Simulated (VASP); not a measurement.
# GaAs (F-43m) in VASP: notebook

GaAs is run at these levels: PBE; tasks: G0W0 quasiparticle levels.

Program: VASP 6.6.1. These are calculated values, not measurements. Logs are shortened: lines on timing, memory, paths and dates and some standing lists are left out, and cuts for length are marked.

### 1 The cell of the first run

Symmetry: F-43m, No. 216, cubic system. The conventional cell has a = 5.654 Å, b = 5.654 Å, c = 5.654 Å, α = 90.00°, β = 90.00°, γ = 90.00°. Within 3.2 Å of Ga (site symmetry -43m) lie 4 As at 2.45 Å. As (site symmetry -43m) has 4 Ga at 2.45 Å within 3.2 Å.

### 2 G0W0 quasiparticle levels, PBE

Input file POSCAR:

```
GaAs
1.0
    0.0000000000      2.8270000000      2.8270000000
    2.8270000000      0.0000000000      2.8270000000
    2.8270000000      2.8270000000      0.0000000000
Ga As
1 1
Direct
    0.0000000000      0.0000000000      0.0000000000
    0.2500000000      0.2500000000      0.2500000000
```

Input file INCAR.step1:

```
PREC     = Accurate       # precision mode
ENCUT    = 500            # plane-wave cutoff, eV
EDIFF    = 1E-8           # SCF threshold, eV
ISMEAR   = 0              # smearing method
SIGMA    = 0.01           # smearing width, eV
LREAL    = F              # projectors in reciprocal space
LASPH    = T              # aspherical terms in the spheres
NELM     = 60             # most SCF steps
ALGO     = Normal         # electronic algorithm
LWAVE    = T              # write WAVECAR
LCHARG   = F              # write CHGCAR
GGA      = PE             # functional
```

Input file INCAR.step2:

```
PREC     = Accurate       # precision mode
ENCUT    = 500            # plane-wave cutoff, eV
EDIFF    = 1E-8           # SCF threshold, eV
ISMEAR   = 0              # smearing method
SIGMA    = 0.01           # smearing width, eV
LREAL    = F              # projectors in reciprocal space
LASPH    = T              # aspherical terms in the spheres
NELM     = 1              # most SCF steps
ALGO     = Exact          # electronic algorithm
LWAVE    = T              # write WAVECAR
LCHARG   = F              # write CHGCAR
GGA      = PE             # functional
NBANDS   = 39             # bands
LOPTICS  = T              # frequency-dependent dielectric function
ISTART   = 1
```

Input file INCAR.step3:

```
PREC     = Accurate       # precision mode
ENCUT    = 500            # plane-wave cutoff, eV
EDIFF    = 1E-8           # SCF threshold, eV
ISMEAR   = 0              # smearing method
SIGMA    = 0.01           # smearing width, eV
LREAL    = F              # projectors in reciprocal space
LASPH    = T              # aspherical terms in the spheres
ALGO     = EVGW0          # electronic algorithm
LWAVE    = F              # write WAVECAR
LCHARG   = F              # write CHGCAR
GGA      = PE             # functional
NELMGW   = 1            
NBANDS   = 39             # bands
ENCUTGW  = 100.0          # cutoff of the response function
NOMEGA   = 48             # frequency points
PRECFOCK = Fast         
ISTART   = 1            
NBANDSGW = 17
```

Input file KPOINTS:

```
regular mesh
0
Gamma
  2 2 2
```

Potentials or basis: VASP PAW PBE potentials, release 64 (Ga_d_GW, As_GW).

Started as:

```console
> cat potpaw_PBE.64/Ga_d_GW/POTCAR potpaw_PBE.64/As_GW/POTCAR > POTCAR
> cp INCAR.step1 INCAR
> mpirun -np 1 vasp_std > vasp.out
> cp INCAR.step2 INCAR
> mpirun -np 1 vasp_std > vasp.out
> cp INCAR.step3 INCAR
> mpirun -np 1 vasp_std > vasp.out
```

OUTCAR:

```text
PREC = Accurate
   ENCUT = 500
   EDIFF = 1E-8
   ISMEAR = 0
   LREAL = F
   LASPH = T
   GGA = PE
   NELMGW = 1
   ENCUTGW = 100.0
   PRECFOCK = Fast
   ISTART = 1

 ion  position               nearest neighbor table
   1  0.000  0.000  0.000-   2 2.45   2 2.45   2 2.45   2 2.45
   2  0.250  0.250  0.250-   1 2.45   1 2.45   1 2.45   1 2.45

  LATTYP: Found a face centered cubic cell.
 ALAT       =     5.6540000000

  Lattice vectors:

 A1 = (   0.0000000000,   2.8270000000,   2.8270000000)
 A2 = (   2.8270000000,   0.0000000000,   2.8270000000)
 A3 = (   2.8270000000,   2.8270000000,   0.0000000000)

Analysis of symmetry for initial positions (statically):
=====================================================================
 Subroutine PRICEL returns:
 Original cell was already a primitive cell.

 Routine SETGRP: Setting up the symmetry group for a
 face centered cubic supercell.

 Subroutine GETGRP returns: Found 24 space group operations
 (whereof 24 operations were pure point group operations)
 out of a pool of 48 trial point group operations.

The static configuration has the point symmetry T_d .

Analysis of symmetry for dynamics (positions and initial velocities):
=====================================================================
 Subroutine PRICEL returns:
 Original cell was already a primitive cell.

 Routine SETGRP: Setting up the symmetry group for a
 face centered cubic supercell.

 Subroutine GETGRP returns: Found 24 space group operations
 (whereof 24 operations were pure point group operations)
 out of a pool of 48 trial point group operations.

The dynamic configuration has the point symmetry T_d .

 Subroutine INISYM returns: Found 24 space group operations
 (whereof 24 operations are pure point group operations),
 and found     1 'primitive' translations

----------------------------------------------------------------------------------------

                                     Primitive cell

  volume of cell :      45.1864

  direct lattice vectors                    reciprocal lattice vectors
     0.000000000  2.827000000  2.827000000    -0.176865936  0.176865936  0.176865936
     2.827000000  0.000000000  2.827000000     0.176865936 -0.176865936  0.176865936
     2.827000000  2.827000000  0.000000000     0.176865936  0.176865936 -0.176865936

  length of vectors
     3.997981741  3.997981741  3.997981741     0.306340787  0.306340787  0.306340787

  position of ions in fractional coordinates (direct lattice)
     0.000000000  0.000000000  0.000000000
     0.250000000  0.250000000  0.250000000

  ion indices of the primitive-cell ions
   primitive index   ion index
                 1           1
                 2           2

----------------------------------------------------------------------------------------

 KPOINTS: regular mesh

Automatic generation of k-mesh.
 Grid dimensions read from file:
 generate k-points for:    2    2    2

 Generating k-lattice:

  Cartesian coordinates                     Fractional coordinates (reciprocal lattice)
    -0.088432968  0.088432968  0.088432968     0.500000000  0.000000000  0.000000000
     0.088432968 -0.088432968  0.088432968     0.000000000  0.500000000  0.000000000
     0.088432968  0.088432968 -0.088432968     0.000000000  0.000000000  0.500000000

  Length of vectors
     0.153170393  0.153170393  0.153170393

  Shift w.r.t. Gamma in fractional coordinates (k-lattice)
     0.000000000  0.000000000  0.000000000

 Subroutine IBZKPT returns following result:
 ===========================================

 Found      3 irreducible k-points:

 Following reciprocal coordinates:
            Coordinates               Weight
  0.000000  0.000000  0.000000      1.000000
  0.500000  0.000000  0.000000      4.000000
  0.500000  0.500000  0.000000      3.000000
   k-points           NKPTS =      3   k-points in BZ     NKDIM =      8   number of bands    NBANDS=     39
   number of dos      NEDOS =    301   number of ions     NIONS =      2
   total plane-waves  NPLWV =  27000
   dimension x,y,z NGX =    30 NGY =   30 NGZ =   30
   dimension x,y,z NGXF=    60 NGYF=   60 NGZF=   60
   ions per type =               1   1
   NGX,Y,Z   is equivalent  to a cutoff of  12.47, 12.47, 12.47 a.u.
   NGXF,Y,Z  is equivalent  to a cutoff of  24.95, 24.95, 24.95 a.u.
 SYSTEM =  unknown system
   PREC   = accura    normal or accurate (medium, high low for compatibility)
   ISTART =      1    job   : 0-new  1-cont  2-samecut
   ICHARG =      0    charge: 1-file 2-atom 10-const
   ISPIN  =      1    spin polarized calculation?
   LNONCOLLINEAR =      F non collinear calculations
   LSORBIT =      F    spin-orbit coupling
   LASPH  =      T    aspherical Exc in radial PAW
   ENCUT  =  500.0 eV  36.75 Ry    6.06 a.u.   7.29  7.29  7.29*2*pi/ulx,y,z
   NELM   =     60;   NELMIN=  2; NELMDL=  0     # of ELM steps
   EDIFF  = 0.1E-07   stopping-criterion for ELM
   LREAL  =      F    real-space projection
   EDIFFG = 0.1E-06   stopping-criterion for IOM
   NSW    =      0    number of steps for IOM
   IBRION =     -1    ionic relax: 0-MD 1-quasi-New 2-CG
   NFREE  =      0    steps in history (QN), initial steepest desc. (CG)
   ISIF   =      0    stress and relaxation
   ISYM   =      3    0-nonsym 1-usesym 2-fastsym
   POTIM  = 0.5000    time-step for ionic-motion
   TEBEG  =    0.0;   TEEND  =   0.0 temperature during run
   PSTRESS=    0.0 pullay stress
   NELECT =      18.0000    total number of electrons
   NUPDOWN=      -1.0000    fix difference up-down
   EMIN   =  10.00;   EMAX   =-10.00  energy-range for DOS
   EFERMI =   0.00;   METHOD = LEGACY
   ISMEAR =     0;   SIGMA  =   0.01  broadening in eV -4-tet -1-fermi 0-gaus
   EFERMI_NEDOS =   21; number of points for ismear=-14 and -15
   IALGO  =     38    algorithm
   IMIX   =      4    mixing-type and parameters
     AMIX     =   0.40;   BMIX     =  1.00
     AMIX_MAG =   1.60;   BMIX_MAG =  1.00
  volume/ion in A,a.u.               =      22.59       152.47
  Fermi-wavevector in a.u.,A,eV,Ry     =   1.204564  2.276296 19.741704  1.450974
  Thomas-Fermi vector in A             =   2.340285
   LORBIT       =      0    0 simple, 1 ext, 2 COOP (PROOUT), +10 PAW based schemes
   GGA     = PE    functional components
   LHFCALC =     T    Hartree Fock is set to
   PRECFOCK=fast      Normal, Fast or Accurate (Low or Medium for compatibility)
   ENCUT4O =  -1.0   cutoff for four orbital integrals eV
   NKREDX  =     1    reduce k-point grid by
   NKREDY  =     1    reduce k-point grid by
   NKREDZ  =     1    reduce k-point grid by
   AEXX    =    1.0000 exact exchange contribution
   HFSCREEN=    0.0000 screening length (either q_TF or 0.3 A-1)
   HFSCREENC=   0.0000 screening length for correlation (either q_TF or 0.3 A-1)
   ENCUTFOCK=  -1.0 apply spherical cutoff to Coloumb kernel
   IVDW    =     0    specifies the selected vdW correction
   LEPSILON=     F    determine dielectric tensor
   LRPA    =     F    only Hartree local field effects (RPA)
   LRPAFORCE           =     F    calculate RPA forces
   ENCUTGW             = 100.0    cutoff for response function in eV
   ENCUTGWSOFT         =  80.0    soft cutoff for Coulomb kernel in GW response function in eV
   ENCUTLF             =  -1.0    cutoff for local field effects
   NELMGW              =     1    number of iterations in solving QP/BSE equation
   NELMHF              =     1    number of iterations in the inner HF iteration
   NKREDLFX            =     1    NKREDLFY  =   1   NKREDLFZ  =   1
 non-spin polarized calculation
 Gauss-broadening in eV      SIGMA  =   0.01
  energy-cutoff  :      500.00
  volume of cell :       45.19
 maximum number of plane-waves:      1162
 NGX is ok and might be reduce to    30
  NGX = 16; NGY = 16; NGZ = 16
   NGX = 15   NGY = 15   NGZ = 15
 maximum number of plane-waves:       113
 NGX is ok and might be reduce to    14

 QP shifts <psi_nk| G(iteration)W_0 |psi_nk>: iteration 1
 for sc-GW calculations column KS-energies equals QP-energies in previous step
 and V_xc(KS)=  KS-energies - (<T + V_ion + V_H > + <T+V_H+V_ion>^1  + <V_x>^1)

 k-point   1 :       0.0000    0.0000    0.0000
  band No.  KS-energies  QP-energies   sigma(KS)   V_xc(KS)     V^pw_x(r,r')   Z            occupation Imag(sigma)

      1     -10.9831     -13.7855     -25.7228     -21.7209     -35.1174       0.7003       2.0000       0.4059
      2     -10.9831     -13.7855     -25.7228     -21.7209     -35.1174       0.7003       2.0000       0.4059
      3     -10.9831     -13.7855     -25.7228     -21.7209     -35.1174       0.7003       2.0000       0.4059
      4     -10.9140     -13.7326     -25.8177     -21.8066     -35.1690       0.7027       2.0000       0.3633
      5     -10.9140     -13.7326     -25.8177     -21.8066     -35.1690       0.7027       2.0000       0.3633
      6      -8.5475      -8.6798     -11.3028     -11.1117     -17.9481       0.6925       2.0000       1.0688
      7       4.1959       4.0965     -12.0393     -11.9140     -14.9069       0.7932       2.0000       0.1066
      8       4.1959       4.0965     -12.0393     -11.9140     -14.9069       0.7932       2.0000       0.1066
      9       4.1959       4.0965     -12.0393     -11.9140     -14.9069       0.7932       2.0000       0.1066
     10       4.6378       5.5903     -10.2775     -11.4843      -5.9226       0.7893       0.0000      -0.1002
     11       7.6902       8.1225      -9.4150      -9.9463      -5.0273       0.8138       0.0000      -0.1621
     12       7.6902       8.1225      -9.4150      -9.9463      -5.0273       0.8138       0.0000      -0.1621
     13       7.6902       8.1225      -9.4150      -9.9463      -5.0273       0.8138       0.0000      -0.1621
     14      11.7577      11.6782      -7.4991      -7.4014      -2.2526       0.8139       0.0000      -0.3484
     15      14.0974      14.5269      -9.2624      -9.7986      -4.4357       0.8009       0.0000      -0.2780
     16      14.0974      14.5269      -9.2624      -9.7986      -4.4357       0.8009       0.0000      -0.2780
     17      15.5652      15.4974      -7.5206      -7.4368      -2.0191       0.8097       0.0000      -0.5873

 k-point   2 :       0.5000    0.0000    0.0000
  band No.  KS-energies  QP-energies   sigma(KS)   V_xc(KS)     V^pw_x(r,r')   Z            occupation Imag(sigma)

      1     -11.0478     -13.7860     -25.3177     -21.4302     -34.6806       0.7044       2.0000       0.4474
      2     -10.9653     -13.7836     -25.7522     -21.7500     -35.1435       0.7042       2.0000       0.3995
      3     -10.9653     -13.7836     -25.7522     -21.7500     -35.1435       0.7042       2.0000       0.3995
      4     -10.9092     -13.7442     -25.8369     -21.8219     -35.1936       0.7061       2.0000       0.3666
      5     -10.9092     -13.7442     -25.8369     -21.8219     -35.1936       0.7061       2.0000       0.3666
      6      -6.7417      -7.0230     -12.4478     -12.0581     -18.4536       0.7221       2.0000       0.8063
      7      -2.5937      -2.9620     -10.8315     -10.3702     -14.4268       0.7984       2.0000       0.3825
      8       3.0037       2.8751     -11.5817     -11.4178     -14.5086       0.7847       2.0000       0.1311
      9       3.0037       2.8751     -11.5817     -11.4178     -14.5086       0.7847       2.0000       0.1311
     10       5.0657       5.6366      -9.5970     -10.3031      -5.3624       0.8086       0.0000      -0.1053
     11       8.6227       8.9233      -9.1946      -9.5668      -4.6680       0.8073       0.0000      -0.1949
     12       8.6227       8.9233      -9.1946      -9.5668      -4.6680       0.8073       0.0000      -0.1949
     13      11.8871      11.6569      -7.5056      -7.2159      -2.3205       0.7946       0.0000      -0.3360
     14      14.6738      15.2152      -8.8688      -9.5019      -3.7206       0.8552       0.0000      -0.5133
     15      15.9055      16.4157      -8.8791      -9.5148      -3.5719       0.8025       0.0000      -0.4842
     16      15.9055      16.4157      -8.8791      -9.5148      -3.5719       0.8025       0.0000      -0.4842
     17      16.5496      17.2667      -9.2681     -10.1797      -3.6863       0.7867       0.0000      -0.5157

 k-point   3 :       0.5000    0.5000    0.0000
  band No.  KS-energies  QP-energies   sigma(KS)   V_xc(KS)     V^pw_x(r,r')   Z            occupation Imag(sigma)

      1     -11.0780     -13.7919     -25.2667     -21.3984     -34.6397       0.7016       2.0000       0.4466
      2     -10.9385     -13.7425     -25.7253     -21.7333     -35.0647       0.7024       2.0000       0.3671
      3     -10.9356     -13.7762     -25.8452     -21.8217     -35.2430       0.7060       2.0000       0.3962
      4     -10.9356     -13.7762     -25.8452     -21.8217     -35.2430       0.7060       2.0000       0.3962
      5     -10.9016     -13.7414     -25.8457     -21.8327     -35.1994       0.7076       2.0000       0.3618
      6      -5.9534      -6.2438     -12.6937     -12.3012     -18.3976       0.7399       2.0000       0.7781
      7      -2.8134      -3.0769     -11.2468     -10.8977     -15.0830       0.7546       2.0000       0.3360
      8       1.4271       1.2116     -11.0056     -10.7322     -14.0396       0.7882       2.0000       0.1835
      9       1.4271       1.2116     -11.0056     -10.7322     -14.0396       0.7882       2.0000       0.1835
     10       5.4952       5.4658      -8.4282      -8.3922      -4.1214       0.8142       0.0000      -0.1186
     11       5.7272       5.9532      -9.0164      -9.2956      -4.8031       0.8095       0.0000      -0.1226
     12      14.2214      15.1030      -9.9201     -11.0229      -4.4800       0.7994       0.0000      -0.5718
     13      14.2214      15.1030      -9.9201     -11.0229      -4.4800       0.7994       0.0000      -0.5718
     14      15.2658      15.9730      -9.2502     -10.1238      -4.0677       0.8095       0.0000      -0.4974
     15      17.3482      18.0362      -9.2700     -10.1466      -3.5913       0.7847       0.0000      -0.5754
     16      17.4167      17.9097      -8.8844      -9.5061      -3.5826       0.7930       0.0000      -0.4204
     17      17.4407      17.8570      -9.3364      -9.8461      -4.2570       0.8167       0.0000      -0.4458
```

It took 47 s on 1 thread of Intel Xeon 8259CL, shared host; peak memory 0.28 GiB.

Results:

| Property | Result |
| --- | --- |
| Band gap on the k mesh, mean-field level | 0.44 eV, direct |
| Quasiparticle gap | 1.37 eV |
| Least direct quasiparticle gap | 1.49 eV |

Caveat: the k points lie up to 0.96 Å⁻¹ apart; bands, screening cutoff and mesh are small and nothing is extrapolated, so the quasiparticle values aren't converged.

[end of part 1 of 4]
